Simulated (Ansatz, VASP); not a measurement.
## One calculation of CO2, two programs

```xyz
12
Lattice="5.1619 0.0000 0.0000 0.0000 5.7999 0.0000 0.0000 0.0000 5.3649" Properties=species:S:1:pos:R:3 pbc="T T T"
C     0.0000    0.0000    0.0000
C     2.5810    0.0000    2.6825
C     2.5810    2.9000    0.0000
C     0.0000    2.9000    2.6825
O     0.5996    0.6737    0.6232
O     1.9814    5.1262    3.3056
O     3.1806    2.2263    4.7418
O     4.5623    3.5737    2.0593
O     4.5623    5.1262    4.7418
O     3.1806    0.6737    2.0593
O     1.9814    3.5737    0.6232
O     0.5996    2.2263    3.3056
```

Change from the starting cell: normal strain along x -0.1100, normal strain along z -0.0750.

Alike in both runs: task single point; functional PBEsol; k mesh 4 × 4 × 4; occupations gaussian, width 0.05 eV; no spin polarisation.

|  | VASP | Ansatz |
| --- | --- | --- |
| version | VASP 6.6.1 | Ansatz 0.2.0 |
| potentials or method | VASP PAW PBE potentials, release 64 (C, O), cutoff 520 eV | scalar-relativistic, plane waves, PAW |
| valence electrons in the cell | 64 | 64 |

```tsv
	VASP	Ansatz	Ansatz less VASP
gap on the k mesh at the Fermi level (eV)	7.32	7.33	+0.015
least direct gap on the mesh (eV)	7.32	7.33	+0.015
pressure (GPa)	31.1	28.1	-2.98
traceless stress, the component that is largest in VASP (GPa)	3.23	2.80	-0.425
rms of the force components (eV/Å)	4.923	4.371	-0.5522
```

VASP's potentials were made for PBE, not for PBEsol. Atom by atom the forces differ by 0.552 eV/Å (rms over components). Both programs put the cell under a high pressure, so it lies far from rest at this level. The functional is the same, so the differences come from potentials, cutoffs and numerics.

Noted on VASP's run: the standard files for N, O and F lose accuracy on very short bonds.
